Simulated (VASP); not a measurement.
# Zr (P6_3/mmc) in VASP: single point with r2SCAN

Aim: the single point of Zr with r2SCAN.

Program: VASP 6.6.1. These are calculated values, not measurements. Logs are shortened: lines on timing, memory, paths and dates and some standing lists are left out, and cuts for length are marked.

**1. The cell of the first run**

The structure is hexagonal, space group P6_3/mmc (No. 194). Conventional cell: a = 3.232 Å, b = 3.232 Å, c = 5.147 Å, α = 90.00°, β = 90.00°, γ = 120.00°. Zr (site symmetry -6m2) has 12 Zr at 3.18 to 3.23 Å within 4.2 Å.

**2. Single point, r2SCAN**

File POSCAR:

```
Zr
1.0
    3.2320000000      0.0000000000      0.0000000000
   -1.6160000000      2.7989940000      0.0000000000
    0.0000000000      0.0000000000      5.1470000000
Zr
2
Direct
    0.3333333333      0.6666666667      0.2500000000
    0.6666666667      0.3333333333      0.7500000000
```

File INCAR.step1:

```
SYSTEM = Zr
PREC     = Accurate       ! precision mode
ENCUT    = 520            ! plane-wave cutoff, eV
ISMEAR   = 0              ! smearing method
SIGMA    = 0.05           ! smearing width, eV
LREAL    = .FALSE.        ! projectors in reciprocal space
LASPH    = .TRUE.         ! aspherical terms in the spheres
NELM     = 80             ! most SCF steps
NBANDS   = 19             ! bands
GGA      = PE             ! functional
ALGO     = Normal         ! electronic algorithm
EDIFF    = 1E-4           ! SCF threshold, eV
LWAVE    = .TRUE.         ! write WAVECAR
LCHARG   = .FALSE.        ! write CHGCAR
```

File INCAR.step2:

```
SYSTEM = Zr
PREC     = Accurate       ! precision mode
ENCUT    = 520            ! plane-wave cutoff, eV
EDIFF    = 1E-7           ! SCF threshold, eV
ISMEAR   = 0              ! smearing method
SIGMA    = 0.05           ! smearing width, eV
LREAL    = .FALSE.        ! projectors in reciprocal space
LASPH    = .TRUE.         ! aspherical terms in the spheres
NELM     = 80             ! most SCF steps
ALGO     = Normal         ! electronic algorithm
ISIF     = 2              ! what is computed and relaxed
LWAVE    = .FALSE.        ! write WAVECAR
LCHARG   = .FALSE.        ! write CHGCAR
METAGGA  = R2SCAN         ! meta-GGA
LMIXTAU  = .TRUE.       
NBANDS   = 19             ! bands
ISTART   = 1
```

File KPOINTS:

```
regular mesh
0
G
  8 8 5
  0 0 0
```

Potentials or basis: VASP PAW PBE potentials, release 64 (Zr_sv).

Launch:

```
cat potpaw_PBE.64/Zr_sv/POTCAR > POTCAR
cp INCAR.step1 INCAR
mpirun -np 1 vasp_std > vasp.out
cp INCAR.step2 INCAR
mpirun -np 1 vasp_std > vasp.out
```

OUTCAR:

```text
SYSTEM = Zr
   PREC = Accurate
   ENCUT = 520
   EDIFF = 1E-7
   ISMEAR = 0
   LREAL = .FALSE.
   LASPH = .TRUE.
   NELM = 80
   ISIF = 2
   METAGGA = R2SCAN
   ISTART = 1

 ion  position               nearest neighbor table
   1  0.333  0.667  0.250-   2 3.18   2 3.18   2 3.18   2 3.18   2 3.18   2 3.18
   2  0.667  0.333  0.750-   1 3.18   1 3.18   1 3.18   1 3.18   1 3.18   1 3.18

  LATTYP: Found a hexagonal cell.
 ALAT       =     3.2320000000
 C/A-ratio  =     1.5925123762

  Lattice vectors:

 A1 = (   3.2320000000,   0.0000000000,   0.0000000000)
 A2 = (  -1.6160000000,   2.7989940000,   0.0000000000)
 A3 = (   0.0000000000,   0.0000000000,   5.1470000000)

Analysis of symmetry for initial positions (statically):
=====================================================================
 Subroutine PRICEL returns:
 Original cell was already a primitive cell.

 Routine SETGRP: Setting up the symmetry group for a
 hexagonal supercell.

 Subroutine GETGRP returns: Found 24 space group operations
 (whereof 12 operations were pure point group operations)
 out of a pool of 24 trial point group operations.

The static configuration has the point symmetry D_3d.
 The point group associated with its full space group is D_6h.

Analysis of symmetry for dynamics (positions and initial velocities):
=====================================================================
 Subroutine PRICEL returns:
 Original cell was already a primitive cell.

 Routine SETGRP: Setting up the symmetry group for a
 hexagonal supercell.

 Subroutine GETGRP returns: Found 24 space group operations
 (whereof 12 operations were pure point group operations)
 out of a pool of 24 trial point group operations.

The dynamic configuration has the point symmetry D_3d.
 The point group associated with its full space group is D_6h.

 Subroutine INISYM returns: Found 24 space group operations
 (whereof 12 operations are pure point group operations),
 and found     1 'primitive' translations

----------------------------------------------------------------------------------------

                                     Primitive cell

  volume of cell :      46.5616

  direct lattice vectors                    reciprocal lattice vectors
     3.232000000  0.000000000  0.000000000     0.309405941  0.178635610  0.000000000
    -1.616000000  2.798994000  0.000000000     0.000000000  0.357271220  0.000000000
     0.000000000  0.000000000  5.147000000     0.000000000  0.000000000  0.194287935

  length of vectors
     3.232000000  3.231999909  5.147000000     0.357271210  0.357271220  0.194287935

  position of ions in fractional coordinates (direct lattice)
     0.333333333  0.666666667  0.250000000
     0.666666667  0.333333333  0.750000000

  ion indices of the primitive-cell ions
   primitive index   ion index
                 1           1
                 2           2

----------------------------------------------------------------------------------------

 KPOINTS: regular mesh

Automatic generation of k-mesh.
 Grid dimensions read from file:
 generate k-points for:    8    8    5

 Generating k-lattice:

  Cartesian coordinates                     Fractional coordinates (reciprocal lattice)
     0.038675743  0.022329451  0.000000000     0.125000000  0.000000000  0.000000000
     0.000000000  0.044658902  0.000000000     0.000000000  0.125000000  0.000000000
     0.000000000  0.000000000  0.038857587     0.000000000  0.000000000  0.200000000

  Length of vectors
     0.044658901  0.044658902  0.038857587

  Shift w.r.t. Gamma in fractional coordinates (k-lattice)
     0.000000000  0.000000000  0.000000000

 Subroutine IBZKPT returns following result:
 ===========================================

 Found     30 irreducible k-points:

 Following reciprocal coordinates:
            Coordinates               Weight
  0.000000  0.000000  0.000000      1.000000
  0.125000 -0.000000  0.000000      6.000000
  0.250000 -0.000000  0.000000      6.000000
  0.375000 -0.000000  0.000000      6.000000
  0.500000 -0.000000  0.000000      3.000000
  0.125000  0.125000  0.000000      6.000000
[... 16 lines left out ...]
  0.250000 -0.000000  0.400000     12.000000
  0.375000 -0.000000  0.400000     12.000000
 [... further k-points ...]
   k-points           NKPTS =     30   k-points in BZ     NKDIM =     30   number of bands    NBANDS=     19
   number of dos      NEDOS =    301   number of ions     NIONS =      2
   total plane-waves  NPLWV =  23040
   dimension x,y,z NGX =    24 NGY =   24 NGZ =   40
   dimension x,y,z NGXF=    48 NGYF=   48 NGZF=   80
   ions per type =               2
   NGX,Y,Z   is equivalent  to a cutoff of  12.34, 12.34, 12.92 a.u.
   NGXF,Y,Z  is equivalent  to a cutoff of  24.69, 24.69, 25.84 a.u.
 SYSTEM =  Zr
   PREC   = accura    normal or accurate (medium, high low for compatibility)
   ISTART =      1    job   : 0-new  1-cont  2-samecut
   ICHARG =      0    charge: 1-file 2-atom 10-const
   ISPIN  =      1    spin polarized calculation?
   LNONCOLLINEAR =      F non collinear calculations
   LSORBIT =      F    spin-orbit coupling
   LASPH  =      T    aspherical Exc in radial PAW
   ENCUT  =  520.0 eV  38.22 Ry    6.18 a.u.   6.01  6.01  9.57*2*pi/ulx,y,z
   NELM   =     80;   NELMIN=  2; NELMDL=  0     # of ELM steps
   EDIFF  = 0.1E-06   stopping-criterion for ELM
   LREAL  =      F    real-space projection
   EDIFFG = 0.1E-05   stopping-criterion for IOM
   NSW    =      0    number of steps for IOM
   IBRION =     -1    ionic relax: 0-MD 1-quasi-New 2-CG
   NFREE  =      0    steps in history (QN), initial steepest desc. (CG)
   ISIF   =      2    stress and relaxation
   ISYM   =      2    0-nonsym 1-usesym 2-fastsym
   POTIM  = 0.5000    time-step for ionic-motion
   TEBEG  =    0.0;   TEEND  =   0.0 temperature during run
   PSTRESS=    0.0 pullay stress
   NELECT =      24.0000    total number of electrons
   NUPDOWN=      -1.0000    fix difference up-down
   EMIN   =  10.00;   EMAX   =-10.00  energy-range for DOS
   EFERMI =   0.00;   METHOD = LEGACY
   ISMEAR =     0;   SIGMA  =   0.05  broadening in eV -4-tet -1-fermi 0-gaus
   EFERMI_NEDOS =   21; number of points for ismear=-14 and -15
   IALGO  =     38    algorithm
   IMIX   =      4    mixing-type and parameters
     AMIX     =   0.40;   BMIX     =  1.00
     AMIX_MAG =   1.60;   BMIX_MAG =  1.00
  volume/ion in A,a.u.               =      23.28       157.11
  Fermi-wavevector in a.u.,A,eV,Ry     =   1.312611  2.480475 23.442130  1.722948
  Thomas-Fermi vector in A             =   2.442991
   LORBIT       =      0    0 simple, 1 ext, 2 COOP (PROOUT), +10 PAW based schemes
   METAGGA = R2SCAN    functional components
   LHFCALC =     F    Hartree Fock is set to
   AEXX    =    0.0000 exact exchange contribution
   IVDW    =     0    specifies the selected vdW correction
   LEPSILON=     F    determine dielectric tensor
   LRPA    =     F    only Hartree local field effects (RPA)
 non-spin polarized calculation
 Gauss-broadening in eV      SIGMA  =   0.05
  energy-cutoff  :      520.00
  volume of cell :       46.56
 maximum number of plane-waves:      1268
   NGX = 13   NGY = 13   NGZ = 19

 number of electron      24.0000000 magnetization

 Free energy of the ion-electron system (eV)
  ---------------------------------------------------
  ext. energy  EPLUGINS =         0.00000000
  ---------------------------------------------------
  free energy    TOTEN  =       -45.50103243 eV

  energy without entropy =      -45.49903133  energy(sigma->0) =      -45.50003188

 E-fermi :   9.1026     XC(G=0): -11.9493

 val. band max:        9.0867874571   @ k =   0.3750   0.2500   0.4000
 cond. band min:       9.1650935097   @ k =   0.2500   0.2500   0.4000
 fundamental gap:      0.0783060526
 Fermi energy:         9.1026395257

 k-point     1 :       0.0000    0.0000    0.0000
  band No.  band energies     occupation
      1     -41.5155      2.00000
      2     -41.3487      2.00000
      3     -19.3746      2.00000
      4     -18.4556      2.00000
      5     -18.4556      2.00000
      6     -18.3152      2.00000
[... 11 lines left out ...]
     18      11.4336      0.00000
     19      13.7601      0.00000

 k-point     2 :       0.1250   -0.0000    0.0000
  band No.  band energies     occupation
      1     -41.4968      2.00000
      2     -41.3411      2.00000
      3     -19.3246      2.00000
      4     -18.5638      2.00000
      5     -18.4906      2.00000
      6     -18.4217      2.00000
[... 11 lines left out ...]
     18      11.1538      0.00000
     19      14.0237      0.00000

 k-point     3 :       0.2500   -0.0000    0.0000
  band No.  band energies     occupation
      1     -41.4492      2.00000
      2     -41.3247      2.00000
      3     -19.1902      2.00000
      4     -18.8250      2.00000
      5     -18.6754      2.00000
      6     -18.5698      2.00000
[... 11 lines left out ...]
     18      12.2355      0.00000
     19      14.4054      0.00000

 k-point     4 :       0.3750   -0.0000    0.0000
  band No.  band energies     occupation
      1     -41.3955      2.00000
      2     -41.3139      2.00000
      3     -19.0843      2.00000
      4     -19.0180      2.00000
      5     -18.9127      2.00000
      6     -18.6444      2.00000
[... 11 lines left out ...]
     18      13.6710      0.00000
     19      14.6133      0.00000

 k-point     5 :       0.5000   -0.0000    0.0000
  band No.  band energies     occupation
      1     -41.3685      2.00000
      2     -41.3141      2.00000
      3     -19.1904      2.00000
      4     -19.0072      2.00000
      5     -18.9163      2.00000
      6     -18.6743      2.00000
[... 11 lines left out ...]
     18      14.6696      0.00000
     19      15.4560      0.00000

 k-point     6 :       0.1250    0.1250    0.0000
  band No.  band energies     occupation
      1     -41.4636      2.00000
      2     -41.3291      2.00000
      3     -19.2322      2.00000
      4     -18.7121      2.00000
      5     -18.6603      2.00000
      6     -18.5038      2.00000
[... 11 lines left out ...]
     18      12.0625      0.00000
     19      14.1966      0.00000

 k-point     7 :       0.2500    0.1250    0.0000
  band No.  band energies     occupation
      1     -41.4124      2.00000
      2     -41.3160      2.00000
      3     -19.0758      2.00000
      4     -18.9531      2.00000
      5     -18.8523      2.00000
      6     -18.6250      2.00000
[... 11 lines left out ...]
     18      13.5951      0.00000
     19      14.3506      0.00000

 k-point     8 :       0.3750    0.1250    0.0000
  band No.  band energies     occupation
      1     -41.3688      2.00000
      2     -41.3138      2.00000
      3     -19.1331      2.00000
      4     -18.9629      2.00000
      5     -18.9188      2.00000
      6     -18.7207      2.00000
[... 256 lines left out ...]
 k-point    20 :       0.3750    0.2500    0.2000
  band No.  band energies     occupation
      1     -41.3410      2.00000
      2     -41.3226      2.00000
      3     -19.1099      2.00000
      4     -19.0106      2.00000
      5     -18.9278      2.00000
      6     -18.7001      2.00000
[... 11 lines left out ...]
     18      14.0771      0.00000
     19      16.0282      0.00000

 k-point    21 :       0.0000    0.0000    0.4000
  band No.  band energies     occupation
      1     -41.4586      2.00000
      2     -41.4070      2.00000
      3     -19.0251      2.00000
      4     -18.6985      2.00000
      5     -18.4058      2.00000
      6     -18.4058      2.00000
[... 11 lines left out ...]
     18      12.8435      0.00000
     19      13.6275      0.00000

 k-point    22 :       0.1250   -0.0000    0.4000
  band No.  band energies     occupation
      1     -41.4436      2.00000
      2     -41.3954      2.00000
      3     -19.0227      2.00000
      4     -18.7432      2.00000
      5     -18.4873      2.00000
      6     -18.4338      2.00000
[... 11 lines left out ...]
     18      12.8292      0.00000
     19      13.6080      0.00000

 k-point    23 :       0.2500   -0.0000    0.4000
  band No.  band energies     occupation
      1     -41.4065      2.00000
      2     -41.3680      2.00000
      3     -19.0673      2.00000
      4     -18.9180      2.00000
      5     -18.6227      2.00000
      6     -18.4993      2.00000
[... 11 lines left out ...]
     18      13.0066      0.00000
     19      13.6121      0.00000

 k-point    24 :       0.3750   -0.0000    0.4000
  band No.  band energies     occupation
      1     -41.3674      2.00000
      2     -41.3422      2.00000
      3     -19.2078      2.00000
      4     -19.1315      2.00000
      5     -18.6481      2.00000
      6     -18.5627      2.00000
[... 11 lines left out ...]
     18      13.6819      0.00000
     19      14.0425      0.00000

 [... further k-points ...]
[... 5 lines left out ...]
  --------------------------------------------------------------------------------------
  -------------------------------------------------------------------------------------
  Total        0.2607854      0.2607853      0.3538598      0.0000000      0.0000000     -0.0000000
  in kB        8.9735917      8.9735910     12.1762728      0.0000000      0.0000000     -0.0000000
  external PRESSURE =      10.0411518 kB  Pullay stress =       0.0000000 kB

 VOLUME and BASIS-vectors are now :
 -----------------------------------------------------------------------------
  energy-cutoff  :      520.00
  volume of cell :       46.56
      direct lattice vectors                 reciprocal lattice vectors
     3.232000000  0.000000000  0.000000000     0.309405941  0.178635610  0.000000000
    -1.616000000  2.798994000  0.000000000     0.000000000  0.357271220  0.000000000
     0.000000000  0.000000000  5.147000000     0.000000000  0.000000000  0.194287935

 POSITION                                       TOTAL-FORCE (eV/Angst)
 -----------------------------------------------------------------------------------
     -0.00000      1.86600      1.28675        -0.000000      0.000000      0.000000
      1.61600      0.93300      3.86025         0.000000     -0.000000      0.000000
 -----------------------------------------------------------------------------------
    total drift:                               -0.000000      0.000000     -0.000000

  FREE ENERGIE OF THE ION-ELECTRON SYSTEM (eV)
  ---------------------------------------------------
  free  energy   TOTEN  =       -45.5010324267 eV

  energy  without entropy=      -45.4990313291  energy(sigma->0) =      -45.50003188
```

Run time: 50 s. Hardware: 1 thread of Intel Xeon Platinum 8488C (Sapphire Rapids), shared host; peak memory 0.17 GiB.

Results:

| Item | Value |
| --- | --- |
| Free energy | -45.5010 eV |
| Pressure | 1.0 GPa |
| Band gap on the k mesh | zero (band 12 reaches 10.02 eV, above the bottom of band 13 at 8.81 eV) |

Levels at points of the mesh, in eV from the Fermi level:
```csv
k point,band 9,band 10,band 11,band 12,band 13,band 14,band 15,band 16
"(0.00, 0.00, 0.00)",-6.07,-3.26,0.91,0.91,0.97,1.08,1.66,1.66
"(0.50, 0.00, 0.00)",-2.76,-2.71,-2.32,-0.43,0.63,0.79,1.53,5.12
```

Caveat: the PAW data sets were made with another functional, which shifts forces and pressure a little.
